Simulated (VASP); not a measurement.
Wanted: the native input for a VASP 6.6.1 run.

| Property | Result |
| --- | --- |
| Task | relaxation of cell and atoms |
| Functional | PBE |
| Potentials or basis | VASP PAW PBE potentials, release 64 (Al, As) |
| Cutoff | 600 eV |
| k mesh | 6 × 6 × 6 |
| Occupations | gaussian, width 0.1 eV |
| Spin | no spin polarisation |
| Dipole correction | no |
| Further INCAR settings | ALGO = Normal; EDIFF = 1e-06; IBRION = 2; EDIFFG = -0.04; NSW = 90; ISIF = 3 |

The structure of AlAs3 lies in POSCAR:

```
AlAs3
1.0
   -2.2537085800      2.2537085800      4.3206313900
    2.2537085800     -2.2537085800      4.3206313900
    2.2537085800      2.2537085800     -4.3206313900
Al As
1 3
Direct
    0.0000000000      0.0000000000      0.0000000000
    0.7500000000      0.2500000000      0.5000000000
    0.2500000000      0.7500000000      0.5000000000
    0.5000000000      0.5000000000      0.0000000000
```

The cell was built from a structure type or drawn by symmetry, and may not be a known phase.

These files were run (other wordings do the same):

INCAR

```
  PREC = Accurate
  ENCUT = 600
  EDIFF = 1E-6
  ISMEAR = 0
  SIGMA = 0.1
  LREAL = False
  LASPH = True
  NELM = 60
  ALGO = Normal
  ISIF = 3
  LWAVE = False
  LCHARG = False
  GGA = PE
  IBRION = 2
  NSW = 90
  EDIFFG = -0.04
```

KPOINTS

```
regular mesh
0
Gamma
  6 6 6
```

Potentials or basis: VASP PAW PBE potentials, release 64 (Al, As).

Launch:

```bash
$ cat potpaw_PBE.64/Al/POTCAR potpaw_PBE.64/As/POTCAR > POTCAR
$ mpirun -np 1 vasp_std > vasp.out
```

Results of the run:

| Property | Result |
| --- | --- |
| Relaxed volume | 18.93 Å³/atom |
| Relaxed cell | a = 5.110 Å, b = 5.110 Å, c = 5.110 Å, α = 130.33°, β = 130.33°, γ = 72.89° |
| Space group after relaxing (to 0.1 Å) | I4/mmm (No. 139) |
| Energy gained by relaxing | 84.3 meV/atom |
| Ionic steps | 3 |
| Pressure after relaxing | 0.0 GPa |
| Band gap on the k mesh | zero (bands 9 and 10 overlap by 3.25 eV) |

It took 72 s on 1 thread of Intel(R) Xeon(R) 6975P-C (Granite Rapids) (shared host), peak memory 0.36 GiB.
